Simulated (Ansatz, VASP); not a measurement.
# Li4TaO: VASP beside Ansatz

The input INCAR:

```
PREC = Accurate ; ENCUT = 520
EDIFF = 1E-6 ; ISMEAR = 0
SIGMA = 0.1 ; LREAL = False
LASPH = True ; NELM = 150
ALGO = Normal ; ISIF = 2
LWAVE = False ; LCHARG = True
ISPIN = 2 ; MAGMOM = 0 0 0 0 1 0
LORBIT = 11 ; LMAXMIX = 4
GGA = PE ; LELF = True
LVHAR = True ; NBANDS = 28
```

The input KPOINTS:

```
regular mesh
0
Gamma
  4 4 4
```

Contents of POSCAR:

```
Li4TaO
1.0
    2.4075844800     -4.0762194400      0.0000000000
    2.4075844800      4.0762194400      0.0000000000
    0.0000000000      0.0000000000      3.7912609700
Li Ta O
4 1 1
Direct
    0.3369979900      0.6630020100      0.0000000000
    0.6630020100      0.3369979900      0.0000000000
    0.5000000000      0.0000000000      0.5000000000
    0.0000000000      0.5000000000      0.5000000000
    0.5000000000      0.5000000000      0.5000000000
    0.0000000000      0.0000000000      0.0000000000
```

Input for Ansatz:

```yaml
crystal:
  lattice:
    - [2.40758448, -4.07621944, 0.0]
    - [2.40758448, 4.07621944, 0.0]
    - [0.0, 0.0, 3.79126097]
  atoms:
    - { symbol: Li, position: [0.33699799, 0.66300201, 0.0] }
    - { symbol: Li, position: [0.66300201, 0.33699799, 0.0] }
    - { symbol: Li, position: [0.5, 0.0, 0.5] }
    - { symbol: Li, position: [0.0, 0.5, 0.5] }
    - { symbol: Ta, position: [0.5, 0.5, 0.5], spin: 1.0 }
    - { symbol: O, position: [0.0, 0.0, 0.0] }
basis:
  ecutwfc: 420
kpoints:
  mp_grid: { grid: [4, 4, 4] }
hamiltonian:
  xc: pbe
scf:
  occupations: { method: gaussian, width: 0.1 }
  lower_state_search: "off"
output:
  forces: true
  stress: true
  eigenvalues: true
  populations: true
magnetization:
  spin_polarized: true
```

Change from the starting cell: species swapped into the LaCoNi4 type (Cmmm, No. 65).

Alike in both runs: task single point; functional PBE; k mesh 4 × 4 × 4; occupations gaussian, width 0.1 eV; collinear spin.

|  | VASP | Ansatz |
| --- | --- | --- |
| version | VASP 6.6.1 | Ansatz 0.2.0 |
| potentials or method | VASP PAW PBE potentials, release 64 (Li_sv, Ta_pv, O), cutoff 520 eV | scalar-relativistic, plane waves, PAW |
| valence electrons in the cell | 29 | 31 |

VASP gave:

```
gap on the k mesh at the Fermi level (eV)                     : none
rms of the force components (eV/Å)                            : 0.539
net moment per atom (μB)                                      : 0.30
size of the moment on the site where the two differ most (μB) : 1.10
```

Problem. Which values does Ansatz return?

Solution. gap on the k mesh at the Fermi level (eV): none; rms of the force components (eV/Å): 0.535; net moment per atom (μB): 0.30; size of the moment on the site where the two differ most (μB): 0.72.

Site moments also hang on the region over which each program counts them. Atom by atom the forces differ by 0.004 eV/Å (rms over components). A gap of «none» marks a metal or a gap that the smearing closes. VASP's potentials hold 29 valence electrons a cell and Ansatz's 31, so a difference there can come from the potentials and not from the codes.

The k mesh is coarse, so the values compare programs but aren't converged. Spin-orbit coupling is off throughout. Noted on VASP's run: the cutoff is short for stress, so the pressure is rough.
